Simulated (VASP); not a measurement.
The system is Ti.

```
Ti
1.0
     2.95000    0.00000    0.00000
    -1.47500    2.55477    0.00000
     0.00000    0.00000    4.68000
Ti
2
Direct
  0.68616 0.32688 0.74849
  0.33797 0.67291 0.24873
```

This cell differs from its parent crystal: atoms moved at random.

Base run:

- Program: VASP 6.6.1
- Functional: PBEsol
- Potentials or basis: VASP PAW PBE potentials, release 64 (Ti_sv)
- Cutoff: 520 eV
- k mesh: 10 × 10 × 6
- Occupations: fermi-dirac, width 0.05 eV
- Spin: no spin polarisation

Its results: band gap on the k mesh zero (band 12 reaches 8.78 eV, above the bottom of band 13 at 7.80 eV); pressure -6.0 GPa; largest force 0.101 eV/Å.

The run is repeated on the same cell with these changes: functional from PBEsol to PBE; further incar settings from ALGO = Fast; EDIFF = 1e-06; NBANDS = 19 to ALGO = Fast; EDIFF = 1e-07; NBANDS = 19. What comes out?

Band gap on the k mesh zero (band 12 reaches 8.91 eV, above the bottom of band 13 at 7.92 eV); pressure -1.7 GPa; largest force 0.107 eV/Å.

Caveats: the PAW data sets were made with another functional, which shifts forces and pressure a little (some runs).
